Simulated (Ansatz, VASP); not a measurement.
**Two plane-wave programs on BeCdS4**

The input INCAR:

```
SYSTEM = BeCdS4
ALGO = Normal ; EDIFF = 1E-6
EDIFFG = -0.08 ; ENCUT = 600
GGA = PE ; IBRION = 2
ISIF = 3 ; ISMEAR = 0
LASPH = .TRUE. ; LCHARG = .FALSE.
LREAL = .FALSE. ; LWAVE = .FALSE.
NELM = 60 ; NSW = 36
PREC = Accurate ; SIGMA = 0.2
```

The input KPOINTS:

```
k-points
0
G
  4 4 4
  0 0 0
```

File POSCAR:

```
BeCdS4
1.0
   -2.6000000000      2.8000000000      4.1000000000
    2.6000000000     -2.8000000000      4.1000000000
    2.6000000000      2.8000000000     -4.1000000000
Be Cd S
1 1 4
Direct
    0.0000000000      0.0000000000      0.0000000000
    0.5000000000      0.0000000000      0.5000000000
    0.6600000000      0.6300000000      0.5700000000
    0.0600000000      0.0900000000      0.4300000000
    0.9400000000      0.3700000000      0.0300000000
    0.3400000000      0.9100000000      0.9700000000
```

Input for Ansatz:

```yaml
crystal:
  lattice:
    - [-2.6, 2.8, 4.1]
    - [2.6, -2.8, 4.1]
    - [2.6, 2.8, -4.1]
  atoms:
    - { symbol: Be, position: [0.0, 0.0, 0.0] }
    - { symbol: Cd, position: [0.5, 0.0, 0.5] }
    - { symbol: S, position: [0.66, 0.63, 0.57] }
    - { symbol: S, position: [0.06, 0.09, 0.43] }
    - { symbol: S, position: [0.94, 0.37, 0.03] }
    - { symbol: S, position: [0.34, 0.91, 0.97] }
basis:
  ecutwfc: 420
kpoints:
  mp_grid: { grid: [4, 4, 4] }
hamiltonian:
  xc: pbe
scf:
  occupations: { method: gaussian, width: 0.2 }
  lower_state_search: "off"
output:
  forces: true
  stress: true
  eigenvalues: true
relax:
  adjacent_minimum: "off"
  f_tol: 0.08
  max_steps: 16
  cell: { stress_tol: 0.8 }
```

Alike in both runs: task relaxation of cell and atoms; functional PBE; k mesh 4 × 4 × 4; occupations gaussian, width 0.2 eV; no spin polarisation.

```csv
,VASP,Ansatz
version,VASP 6.6.1,Ansatz 0.2.0
potentials or method,"VASP PAW PBE potentials, release 64 (Be, Cd, S), cutoff 600 eV","scalar-relativistic, plane waves, PAW"
valence electrons in the cell,38,46
```

```csv
,VASP,Ansatz,Ansatz less VASP
"gap on the k mesh at the Fermi level, each at its own relaxed structure (eV)",1.40,1.23,-0.167
relaxed volume (Å³/atom),20.13,19.87,-0.253
relaxed cell length with the largest relative difference (Å),5.823,5.752,-0.0716
```

VASP's potentials hold 38 valence electrons a cell and Ansatz's 46, so a difference there can come from the potentials and not from the codes.
